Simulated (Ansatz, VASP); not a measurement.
## Si3S2: VASP beside Ansatz

```
Si S
1.0
    -3.66291    3.66291    3.66291
     3.66291   -3.66291    3.66291
     3.66291    3.66291   -3.66291
Si S
6 4
Direct
  0.00000 0.23183 0.23183
  0.00000 0.76817 0.76817
  0.23183 0.00000 0.23183
  0.76817 0.00000 0.76817
  0.23183 0.23183 0.00000
  0.76817 0.76817 0.00000
  0.00000 0.00000 0.00000
  0.00000 0.50000 0.50000
  0.50000 0.00000 0.50000
  0.50000 0.50000 0.00000
```

Alike in both runs: task single point; functional PBE; k mesh 4 × 4 × 4; occupations gaussian, width 0.1 eV; no spin polarisation.

```csv
,VASP,Ansatz
version,VASP 6.6.1,Ansatz 0.2.0
potentials or method,"VASP PAW PBE potentials, release 64 (Si, S), cutoff 520 eV","scalar-relativistic, plane waves, PAW"
valence electrons in the cell,48,48
```

```tsv
	VASP	Ansatz	Ansatz less VASP
gap on the k mesh at the Fermi level (eV)	none	none	-
rms of the force components (eV/Å)	6.858	6.920	+0.0619
```

Atom by atom the forces differ by 0.062 eV/Å (rms over components). A gap of «none» marks a metal or a gap that the smearing closes. With one functional, cell and mesh, what is left measures potentials, basis and numerics.
